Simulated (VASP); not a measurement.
The system is BeGa2Se4.

```
CELL_PARAMETERS angstrom
0.00000 5.59464 0.00000
5.59464 0.00000 0.00000
2.79732 2.79732 -5.22640
ATOMIC_POSITIONS crystal
Se 0.39000 0.38000 0.74000
Se 0.62000 0.13000 0.26000
Se 0.87000 0.88000 0.74000
Se 0.12000 0.61000 0.26000
Ga 0.75000 0.25000 0.50000
Ga 0.50000 0.50000 0.00000
Be 0.00000 0.00000 0.00000
```

- Program: VASP 6.6.1
- Task: relaxation of cell and atoms
- Functional: PBE
- Potentials or basis: VASP PAW PBE potentials, release 64 (Se, Ga_d, Be)
- Cutoff: 600 eV
- k mesh: 4 × 4 × 4
- Occupations: fermi-dirac, width 0.1 eV
- Spin: no spin polarisation

At the start: pressure 3.9 GPa; volume 23.37 Å³/atom.

Task: How do energy, volume and symmetry change on relaxing?

Result: Over 17 steps the energy falls by 124.0 meV/atom and the volume is 23.04 Å³/atom (-1.4 %); space group I-4 (No. 82, to 0.1 Å) before and after.

Step by step:
```csv
step,energy change (eV),largest force (eV/Å),pressure (GPa),volume (Å³)
1,0.0000,1.9533,3.93,163.59
2,-0.4821,0.6500,-2.89,177.55
3,-0.4830,0.6920,-2.65,176.87
4,-0.7135,0.4135,-1.53,170.26
5,-0.8182,0.2747,0.37,162.53
6,-0.8483,0.1753,-0.02,162.77
7,-0.8578,0.1746,-0.39,162.97
8,-0.8649,0.1039,0.21,161.08
9,-0.8649,0.1017,0.26,160.98
10,-0.8674,0.0113,-0.09,161.62
11,-0.8674,0.0139,-0.07,161.59
12,-0.8678,0.0115,0.01,161.31
13,-0.8678,0.0145,0.06,161.26
14,-0.8678,0.0144,-0.05,161.42
15,-0.8678,0.0133,-0.02,161.36
16,-0.8678,0.0134,-0.03,161.37
17,-0.8679,0.0050,0.00,161.28
```

Final structure:
```xyz
7
Lattice="0.0000 5.4196 0.0000 5.4196 0.0000 0.0000 2.7098 2.7098 -5.4911" Properties=species:S:1:pos:R:3 pbc="T T T"
Se    4.0661    3.9000   -4.1093
Se    1.1903    4.0632   -1.3818
Se    6.7730    6.9391   -4.1093
Se    4.2293    1.3563   -1.3818
Ga    2.7098    5.4196   -2.7455
Ga    2.7098    2.7098    0.0000
Be    0.0000    0.0000    0.0000
```
